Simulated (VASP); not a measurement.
# Na (P6_3/mmc) in VASP: single point with PBEsol

Aim: the single point of Na with PBEsol.

Program: VASP 6.6.1. These are calculated values, not measurements. Logs are shortened: lines on timing, memory, paths and dates and some standing lists are left out, and cuts for length are marked.

### 1 The cell of the first run

The structure is hexagonal, space group P6_3/mmc (No. 194). The conventional cell has a = 3.767 Å, b = 3.767 Å, c = 6.154 Å, α = 90.00°, β = 90.00°, γ = 120.00°. Na (site symmetry -6m2) has 12 Na at 3.77 Å within 4.9 Å.

This isn't the form of Na at room conditions, which is bcc.

### 2 Single point, PBEsol

Input file INCAR:

```
PREC = Accurate
ENCUT = 520
EDIFF = 1E-7
ISMEAR = 0
SIGMA = 0.15
LREAL = F
LASPH = T
NELM = 100
ALGO = Normal
ISIF = 2
LWAVE = F
LCHARG = F
GGA = PS
NBANDS = 14
```

Input file KPOINTS:

```
regular mesh
0
Gamma
  12 12 8
```

Input file POSCAR:

```
Na
1.0
    3.7670009976      0.0000000000      0.0000000000
   -1.8835004988      3.2623185600      0.0000000000
    0.0000000000      0.0000000000      6.1540000000
Na
2
Direct
    0.3333333333      0.6666666667      0.2500000000
    0.6666666667      0.3333333333      0.7500000000
```

Potentials or basis: VASP PAW PBE potentials, release 64 (Na_pv).

Started as:

```bash
$ cat potpaw_PBE.64/Na_pv/POTCAR > POTCAR
$ mpirun -np 1 vasp_std > vasp.out
```

OUTCAR:

```text
PREC = Accurate
   ENCUT = 520
   EDIFF = 1E-7
   ISMEAR = 0
   LREAL = F
   LASPH = T
   NELM = 100
   ISIF = 2
   GGA = PS

 ion  position               nearest neighbor table
   1  0.333  0.667  0.250-
   2  0.667  0.333  0.750-

  LATTYP: Found a hexagonal cell.
 ALAT       =     3.7670009976
 C/A-ratio  =     1.6336603054

  Lattice vectors:

 A1 = (   3.7670009976,   0.0000000000,   0.0000000000)
 A2 = (  -1.8835004988,   3.2623185600,   0.0000000000)
 A3 = (   0.0000000000,   0.0000000000,   6.1540000000)

Analysis of symmetry for initial positions (statically):
=====================================================================
 Subroutine PRICEL returns:
 Original cell was already a primitive cell.

 Routine SETGRP: Setting up the symmetry group for a
 hexagonal supercell.

 Subroutine GETGRP returns: Found 24 space group operations
 (whereof 12 operations were pure point group operations)
 out of a pool of 24 trial point group operations.

The static configuration has the point symmetry D_3d.
 The point group associated with its full space group is D_6h.

Analysis of symmetry for dynamics (positions and initial velocities):
=====================================================================
 Subroutine PRICEL returns:
 Original cell was already a primitive cell.

 Routine SETGRP: Setting up the symmetry group for a
 hexagonal supercell.

 Subroutine GETGRP returns: Found 24 space group operations
 (whereof 12 operations were pure point group operations)
 out of a pool of 24 trial point group operations.

The dynamic configuration has the point symmetry D_3d.
 The point group associated with its full space group is D_6h.

 Subroutine INISYM returns: Found 24 space group operations
 (whereof 12 operations are pure point group operations),
 and found     1 'primitive' translations

----------------------------------------------------------------------------------------

                                     Primitive cell

  volume of cell :      75.6275

  direct lattice vectors                    reciprocal lattice vectors
     3.767000998  0.000000000  0.000000000     0.265463163  0.153265229  0.000000000
    -1.883500499  3.262318560  0.000000000     0.000000000  0.306530457  0.000000000
     0.000000000  0.000000000  6.154000000     0.000000000  0.000000000  0.162495938

  length of vectors
     3.767000998  3.767000998  6.154000000     0.306530457  0.306530457  0.162495938

  position of ions in fractional coordinates (direct lattice)
     0.333333333  0.666666667  0.250000000
     0.666666667  0.333333333  0.750000000

  ion indices of the primitive-cell ions
   primitive index   ion index
                 1           1
                 2           2

----------------------------------------------------------------------------------------

 KPOINTS: regular mesh

Automatic generation of k-mesh.
 Grid dimensions read from file:
 generate k-points for:   12   12    8

 Generating k-lattice:

  Cartesian coordinates                     Fractional coordinates (reciprocal lattice)
     0.022121930  0.012772102  0.000000000     0.083333333 -0.000000000  0.000000000
     0.000000000  0.025544205  0.000000000     0.000000000  0.083333333  0.000000000
     0.000000000  0.000000000  0.020311992     0.000000000  0.000000000  0.125000000

  Length of vectors
     0.025544205  0.025544205  0.020311992

  Shift w.r.t. Gamma in fractional coordinates (k-lattice)
     0.000000000  0.000000000  0.000000000

 Subroutine IBZKPT returns following result:
 ===========================================

 Found     95 irreducible k-points:

 Following reciprocal coordinates:
            Coordinates               Weight
  0.000000  0.000000  0.000000      1.000000
  0.083333  0.000000  0.000000      6.000000
  0.166667  0.000000  0.000000      6.000000
  0.250000  0.000000  0.000000      6.000000
  0.333333  0.000000  0.000000      6.000000
  0.416667  0.000000  0.000000      6.000000
[... 16 lines left out ...]
  0.250000  0.000000  0.125000     12.000000
  0.333333  0.000000  0.125000     12.000000
 [... further k-points ...]
   k-points           NKPTS =     95   k-points in BZ     NKDIM =     95   number of bands    NBANDS=     14
   number of dos      NEDOS =    301   number of ions     NIONS =      2
   total plane-waves  NPLWV =  37632
   dimension x,y,z NGX =    28 NGY =   28 NGZ =   48
   dimension x,y,z NGXF=    56 NGYF=   56 NGZF=   96
   ions per type =               2
   NGX,Y,Z   is equivalent  to a cutoff of  12.36, 12.36, 12.97 a.u.
   NGXF,Y,Z  is equivalent  to a cutoff of  24.71, 24.71, 25.93 a.u.
 SYSTEM =  unknown system
   PREC   = accura    normal or accurate (medium, high low for compatibility)
   ISTART =      0    job   : 0-new  1-cont  2-samecut
   ICHARG =      2    charge: 1-file 2-atom 10-const
   ISPIN  =      1    spin polarized calculation?
   LNONCOLLINEAR =      F non collinear calculations
   LSORBIT =      F    spin-orbit coupling
   LASPH  =      T    aspherical Exc in radial PAW
   ENCUT  =  520.0 eV  38.22 Ry    6.18 a.u.   7.00  7.00 11.44*2*pi/ulx,y,z
   NELM   =    100;   NELMIN=  2; NELMDL= -5     # of ELM steps
   EDIFF  = 0.1E-06   stopping-criterion for ELM
   LREAL  =      F    real-space projection
   EDIFFG = 0.1E-05   stopping-criterion for IOM
   NSW    =      0    number of steps for IOM
   IBRION =     -1    ionic relax: 0-MD 1-quasi-New 2-CG
   NFREE  =      0    steps in history (QN), initial steepest desc. (CG)
   ISIF   =      2    stress and relaxation
   ISYM   =      2    0-nonsym 1-usesym 2-fastsym
   POTIM  = 0.5000    time-step for ionic-motion
   TEBEG  =    0.0;   TEEND  =   0.0 temperature during run
   PSTRESS=    0.0 pullay stress
   NELECT =      14.0000    total number of electrons
   NUPDOWN=      -1.0000    fix difference up-down
   EMIN   =  10.00;   EMAX   =-10.00  energy-range for DOS
   EFERMI =   0.00;   METHOD = LEGACY
   ISMEAR =     0;   SIGMA  =   0.15  broadening in eV -4-tet -1-fermi 0-gaus
   EFERMI_NEDOS =   21; number of points for ismear=-14 and -15
   IALGO  =     38    algorithm
   IMIX   =      4    mixing-type and parameters
     AMIX     =   0.40;   BMIX     =  1.00
     AMIX_MAG =   1.60;   BMIX_MAG =  1.00
  volume/ion in A,a.u.               =      37.81       255.18
  Fermi-wavevector in a.u.,A,eV,Ry     =   0.933020  1.763152 11.844231  0.870526
  Thomas-Fermi vector in A             =   2.059678
   LORBIT       =      0    0 simple, 1 ext, 2 COOP (PROOUT), +10 PAW based schemes
   GGA     = PS    functional components
   LHFCALC =     F    Hartree Fock is set to
   AEXX    =    0.0000 exact exchange contribution
   IVDW    =     0    specifies the selected vdW correction
   LEPSILON=     F    determine dielectric tensor
   LRPA    =     F    only Hartree local field effects (RPA)
 non-spin polarized calculation
 Gauss-broadening in eV      SIGMA  =   0.15
  energy-cutoff  :      520.00
  volume of cell :       75.63
 maximum number of plane-waves:      2059
 NGX is ok and might be reduce to    28
   NGX = 13   NGY = 13   NGZ = 23

 number of electron      14.0000011 magnetization

 Free energy of the ion-electron system (eV)
  ---------------------------------------------------
  ext. energy  EPLUGINS =         0.00000000
  ---------------------------------------------------
  free energy    TOTEN  =        -2.80518388 eV

  energy without entropy =       -2.79610614  energy(sigma->0) =       -2.80064501

 E-fermi :   0.2403     XC(G=0):  -6.4485

 val. band max:        0.2280130867   @ k =   0.2500   0.2500   0.3750
 cond. band min:       0.3058913604   @ k =   0.4167   0.0833   0.2500
 fundamental gap:      0.0778782737
 Fermi energy:         0.2403417725

 k-point     1 :       0.0000    0.0000    0.0000
  band No.  band energies     occupation
      1     -24.5794      2.00000
      2     -24.5512      2.00000
      3     -24.5512      2.00000
      4     -24.5466      2.00000
      5     -24.5466      2.00000
      6     -24.5465      2.00000
      7      -2.9872      2.00000
      8       0.7912      0.00000
      9       1.1961      0.00000
     10      10.1200      0.00000
     11      10.1200      0.00000
     12      10.4640      0.00000
     13      10.4640      0.00000
     14      10.6104      0.00000

 k-point     2 :       0.0833    0.0000    0.0000
  band No.  band energies     occupation
      1     -24.5787      2.00000
      2     -24.5529      2.00000
      3     -24.5517      2.00000
      4     -24.5483      2.00000
      5     -24.5469      2.00000
      6     -24.5468      2.00000
      7      -2.8858      2.00000
      8       0.8815      0.00000
      9       1.2948      0.00000
     10       8.4614      0.00000
     11       9.3673      0.00000
     12       9.7983      0.00000
     13      11.3273      0.00000
     14      11.3898      0.00000

 k-point     3 :       0.1667    0.0000    0.0000
  band No.  band energies     occupation
      1     -24.5766      2.00000
      2     -24.5574      2.00000
      3     -24.5532      2.00000
      4     -24.5530      2.00000
      5     -24.5477      2.00000
      6     -24.5476      2.00000
      7      -2.5829      2.00000
      8       1.1527      0.00000
      9       1.5867      0.00000
     10       6.6045      0.00000
     11       8.6231      0.00000
     12       8.8262      0.00000
     13       9.9562      0.00000
     14      10.9556      0.00000

 k-point     4 :       0.2500    0.0000    0.0000
  band No.  band energies     occupation
      1     -24.5735      2.00000
      2     -24.5637      2.00000
      3     -24.5592      2.00000
      4     -24.5551      2.00000
      5     -24.5491      2.00000
      6     -24.5488      2.00000
      7      -2.0818      2.00000
      8       1.6056      0.00000
      9       2.0530      0.00000
     10       4.8966      0.00000
     11       7.8560      0.00000
     12       8.0404      0.00000
     13       8.2140      0.00000
     14       9.8133      0.00000

 k-point     5 :       0.3333    0.0000    0.0000
  band No.  band energies     occupation
      1     -24.5700      2.00000
      2     -24.5698      2.00000
      3     -24.5654      2.00000
      4     -24.5569      2.00000
      5     -24.5510      2.00000
      6     -24.5500      2.00000
      7      -1.3882      2.00000
      8       2.2418      0.00000
      9       2.5387      0.00000
     10       3.5065      0.00000
     11       6.6467      0.00000
[... 276 lines left out ...]
 k-point    22 :       0.1667    0.0000    0.1250
  band No.  band energies     occupation
      1     -24.5757      2.00000
      2     -24.5571      2.00000
      3     -24.5537      2.00000
      4     -24.5530      2.00000
      5     -24.5481      2.00000
      6     -24.5479      2.00000
      7      -2.5192      2.00000
      8       0.4414      0.05798
      9       2.4047      0.00000
     10       6.6601      0.00000
     11       8.6758      0.00000
     12       8.7308      0.00000
     13       9.6135      0.00000
     14      10.7884      0.00000

 k-point    23 :       0.2500    0.0000    0.1250
  band No.  band energies     occupation
      1     -24.5732      2.00000
      2     -24.5630      2.00000
      3     -24.5599      2.00000
      4     -24.5548      2.00000
      5     -24.5494      2.00000
      6     -24.5491      2.00000
      7      -2.0188      2.00000
      8       0.9115      0.00000
      9       2.8450      0.00000
     10       4.9624      0.00000
     11       7.4097      0.00000
     12       8.0933      0.00000
     13       8.4612      0.00000
     14      10.1141      0.00000

 k-point    24 :       0.3333    0.0000    0.1250
  band No.  band energies     occupation
      1     -24.5724      2.00000
      2     -24.5672      2.00000
      3     -24.5655      2.00000
      4     -24.5567      2.00000
      5     -24.5511      2.00000
      6     -24.5503      2.00000
      7      -1.3260      2.00000
      8       1.5535      0.00000
      9       3.0768      0.00000
     10       3.8191      0.00000
     11       5.9823      0.00000
     12       7.4528      0.00000
     13       7.6768      0.00000
     14       9.1112      0.00000

 [... further k-points ...]

------------------------ aborting loop because EDIFF is reached ----------------------------------------

  FORCE on cell =-STRESS in cart. coord.  units (eV):
  Direction    XX          YY          ZZ          XY          YZ          ZX
  --------------------------------------------------------------------------------------
  -------------------------------------------------------------------------------------
  Total       -0.1156670     -0.1156670     -0.1698177      0.0000000     -0.0000000      0.0000000
  in kB       -2.4504205     -2.4504205     -3.5976083      0.0000000     -0.0000000      0.0000000
  external PRESSURE =      -2.8328164 kB  Pullay stress =       0.0000000 kB

 VOLUME and BASIS-vectors are now :
 -----------------------------------------------------------------------------
  energy-cutoff  :      520.00
  volume of cell :       75.63
      direct lattice vectors                 reciprocal lattice vectors
     3.767000998  0.000000000  0.000000000     0.265463163  0.153265229  0.000000000
    -1.883500499  3.262318560  0.000000000     0.000000000  0.306530457  0.000000000
     0.000000000  0.000000000  6.154000000     0.000000000  0.000000000  0.162495938

 POSITION                                       TOTAL-FORCE (eV/Angst)
 -----------------------------------------------------------------------------------
     -0.00000      2.17488      1.53850         0.000000     -0.000000      0.000000
      1.88350      1.08744      4.61550        -0.000000      0.000000      0.000000
 -----------------------------------------------------------------------------------
    total drift:                                0.000000     -0.000000      0.000000

  FREE ENERGIE OF THE ION-ELECTRON SYSTEM (eV)
  ---------------------------------------------------
  free  energy   TOTEN  =        -2.8051838795 eV

  energy  without entropy=       -2.7961061421  energy(sigma->0) =       -2.80064501
```

Wall time 85 s (1 thread of Intel Xeon 8259CL, shared host); peak memory 0.22 GiB.

What came out:

- Free energy: -2.8052 eV
- Pressure: -0.3 GPa
- Band gap on the k mesh: zero (bands 7 and 8 overlap by 4.27 eV)

Levels at points of the mesh, in eV from the Fermi level:
| k point | band 4 | band 5 | band 6 | band 7 | band 8 | band 9 | band 10 | band 11 |
| --- | --- | --- | --- | --- | --- | --- | --- | --- |
| (0.00, 0.00, 0.00) | -24.79 | -24.79 | -24.79 | -3.23 | 0.55 | 0.96 | 9.88 | 9.88 |
| (0.50, 0.00, 0.00) | -24.80 | -24.79 | -24.79 | 0.25 | 0.36 | 3.83 | 3.83 | 4.30 |
| (0.00, 0.00, 0.50) | -24.79 | -24.79 | -24.79 | -2.21 | -2.21 | 5.46 | 5.46 | 10.46 |
| (0.50, 0.00, 0.50) | -24.80 | -24.80 | -24.80 | 1.05 | 1.05 | 1.53 | 1.53 | 7.61 |

Caveat: the PAW data sets were made with another functional, which shifts forces and pressure a little.

The gap in the log of VASP goes by the Fermi energy; the results here count the filled bands.